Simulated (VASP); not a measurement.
A run of VASP 6.6.1 is set up as follows.

File INCAR:

```
PREC = Accurate
ENCUT = 520
EDIFF = 1E-7
ISMEAR = -1
SIGMA = 0.02
LREAL = False
LASPH = True
NELM = 100
ALGO = Normal
ISIF = 2
LWAVE = False
LCHARG = False
GGA = PE
NBANDS = 61
```

KPOINTS

```
regular mesh
0
Gamma
  4 4 4
```

Contents of POSCAR:

```
Ga4Bi3P
1.0
    6.1237401894      0.0000000000      0.0000000000
    0.0000000000      6.1237401894      0.0000000000
    0.0000000000      0.0000000000      6.1237401894
P Ga Bi
1 4 3
Direct
    0.0000000000      0.0000000000      0.0000000000
    0.7683570090      0.7683570090      0.7683570090
    0.2316429910      0.2316429910      0.7683570090
    0.2316429910      0.7683570090      0.2316429910
    0.7683570090      0.2316429910      0.2316429910
    0.5000000000      0.5000000000      0.0000000000
    0.5000000000      0.0000000000      0.5000000000
    0.0000000000      0.5000000000      0.5000000000
```

Potentials or basis: VASP PAW PBE potentials, release 64 (P, Ga_d, Bi_d).

Command:

```sh
$ cat potpaw_PBE.64/P/POTCAR potpaw_PBE.64/Ga_d/POTCAR potpaw_PBE.64/Bi_d/POTCAR > POTCAR
$ mpirun -np 1 vasp_std > vasp.out
```

**Question.** Estimate the pressure.

**Answer.** 2.0 GPa.

**Question.** What does it give for the largest force?

**Answer.** 0.074 eV/Å.

**Question.** Predict the band gap on the k mesh.

**Answer.** Zero (bands 51 and 52 overlap by 0.39 eV).

Forces on the atoms (eV/Å):
```
P    0.000  0.000  0.000
Ga   0.043  0.043  0.043
Ga  -0.043 -0.043  0.043
Ga  -0.043  0.043 -0.043
Ga   0.043 -0.043 -0.043
Bi   0.000  0.000  0.000
Bi   0.000  0.000  0.000
Bi   0.000  0.000  0.000
```

Caveat: spin-orbit coupling is left out, which moves the levels of the heavy elements.
